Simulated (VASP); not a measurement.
Input of a VASP 6.6.1 run:

File INCAR:

```
  PREC = Accurate
  ENCUT = 520
  EDIFF = 1E-6
  ISMEAR = -1
  SIGMA = 0.05
  LREAL = Auto
  LASPH = T
  NELM = 150
  ALGO = Normal
  ISIF = 2
  LWAVE = F
  LCHARG = T
  ISPIN = 2
  MAGMOM = 0 0 0 0 0 0 0 0 0 0 0 0 0 0 0 0 1
  LORBIT = 11
  GGA = PS
  LELF = T
  LVHAR = T
  NBANDS = 52
```

The input KPOINTS:

```
Automatic mesh
0
Gamma
  2 2 2
```

Contents of POSCAR:

```
Si16B
1.0
    0.0000000000      5.4300000000      5.4300000000
    5.4300000000      0.0000000000      5.4300000000
    5.4300000000      5.4300000000      0.0000000000
Si B
16 1
Direct
    0.0053011404      0.0076523887     -0.0060379295
    0.1280663104      0.1277916075      0.1252704231
    0.0056951841     -0.0019314917      0.4984164949
    0.1286648882      0.1269382463      0.6197949860
    0.0079933857      0.5009333956     -0.0026640369
    0.1259011880      0.6335296534      0.1203433944
    0.0081349850      0.5002745943      0.4938917236
    0.1236238961      0.6256659551      0.6251594112
    0.5003802648      0.0056716914      0.0019065123
    0.6309452115      0.1308434892      0.1201834963
    0.5011626695      0.0038385592      0.4945982387
    0.6336346629      0.1077465028      0.6301286988
    0.4970201373      0.5041164092     -0.0007685898
    0.6345426553      0.6314391906      0.1208666174
    0.4994584214      0.4878268288      0.5046361510
    0.6345052440      0.6291211273      0.6117889672
    0.6787514152      0.7248949623      0.7959683212
```

Potentials or basis: VASP PAW PBE potentials, release 64 (Si, B).

Run with:

```console
$ cat potpaw_PBE.64/Si/POTCAR potpaw_PBE.64/B/POTCAR > POTCAR
$ mpirun -np 1 vasp_std > vasp.out
```

Problem. Predict the pressure.

Solution. 1.4 GPa.

Problem. What does it give for the largest force?

Solution. 0.030 eV/Å.

Problem. What does it give for the net moment?

Solution. 0.00 μB per cell.

Stress tensor (GPa, compression positive):
```
 1.13 -0.64 -0.19
-0.64  1.10  0.26
-0.19  0.26  1.90
```

Caveat: the k points lie up to 0.50 Å⁻¹ apart; the PAW data sets were made with another functional, which shifts forces and pressure a little.
